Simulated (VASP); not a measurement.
Write the native input for VASP 6.6.1 that does the following.

```yaml
Task: single point
Functional: PBEsol
Potentials_or_basis: VASP PAW PBE potentials, release 64 (Ca_sv)
Cutoff: 520 eV
k_mesh: 13 × 13 × 13
Occupations: fermi-dirac, width 0.1 eV
Spin: no spin polarisation
Dipole_correction: no
Further_INCAR_settings: ALGO = Normal; EDIFF = 1e-06; NBANDS = 11
```

The structure of Ca lies in POSCAR:

```
Ca
1.0
    0.0000000000      2.6149007140      2.6149007140
    2.6149007140      0.0000000000      2.6149007140
    2.6149007140      2.6149007140      0.0000000000
Ca
1
Direct
    0.0000000000      0.0000000000      0.0000000000
```

These files were run (other wordings do the same):

INCAR

```
ALGO = Normal
EDIFF = 1E-6
ENCUT = 520
GGA = PS
ISIF = 2
ISMEAR = -1
LASPH = True
LCHARG = True
LELF = True
LREAL = False
LVHAR = True
LWAVE = False
NBANDS = 11
NELM = 80
PREC = Accurate
SIGMA = 0.1
```

KPOINTS

```
k-points
0
Gamma
  13 13 13
```

Potentials or basis: VASP PAW PBE potentials, release 64 (Ca_sv).

Command:

```bash
$ cat potpaw_PBE.64/Ca_sv/POTCAR > POTCAR
$ mpirun -np 1 vasp_std > vasp.out
```

Results of the run:

- Pressure: 2.8 GPa
- Band gap on the k mesh: zero (bands 5 and 6 overlap by 0.03 eV)

Caveat: the PAW data sets were made with another functional, which shifts forces and pressure a little.

It took 45 s on 1 thread of Intel Xeon 8259CL (shared host), peak memory 0.17 GiB.
